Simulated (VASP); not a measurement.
Na: single point with PBEsol

The system is Na.

```
Na
1.0
    -2.14926    2.14926    2.11750
     2.14926   -2.14926    2.11750
     2.14926    2.14926   -2.11750
Na
1
Direct
  0.00000 0.00000 0.00000
```

This cell differs from its parent crystal: strain +0.015 along x and y, +0.000 along z.

| Quantity | Value |
| --- | --- |
| Program | VASP 6.6.1 |
| Task | single point |
| Functional | PBEsol |
| Potentials or basis | VASP PAW PBE potentials, release 64 (Na_pv) |
| Cutoff | 520 eV |
| k mesh | 16 × 16 × 16 |
| Occupations | gaussian, width 0.15 eV |
| Spin | no spin polarisation |

* Pressure: -0.5 GPa
* Band gap on the k mesh: zero (an odd number of electrons rules out a gap without spin polarisation)

Levels at points of the mesh, in eV from the Fermi level:
| k point | band 1 | band 2 | band 3 | band 4 | band 5 | band 6 | band 7 |
| --- | --- | --- | --- | --- | --- | --- | --- |
| (0.00, 0.00, 0.00) | -24.83 | -24.83 | -24.83 | -3.17 | 11.24 | 11.46 | 11.46 |
| (0.50, 0.00, 0.00) | -24.86 | -24.84 | -24.83 | 0.75 | 1.19 | 7.92 | 8.73 |
| (0.50, 0.50, 0.00) | -24.86 | -24.84 | -24.83 | 0.70 | 1.12 | 8.10 | 8.92 |
| (0.50, 0.50, 0.50) | -24.85 | -24.85 | -24.85 | 4.37 | 4.48 | 4.63 | 4.63 |

It took 60 s on 1 thread of Intel(R) Xeon(R) Platinum 8559C (Emerald Rapids) (shared host), peak memory 0.23 GiB.

Caveat: the cell differs from its parent crystal (strain +0.015 along x and y, +0.000 along z); the PAW data sets were made with another functional, which shifts forces and pressure a little.
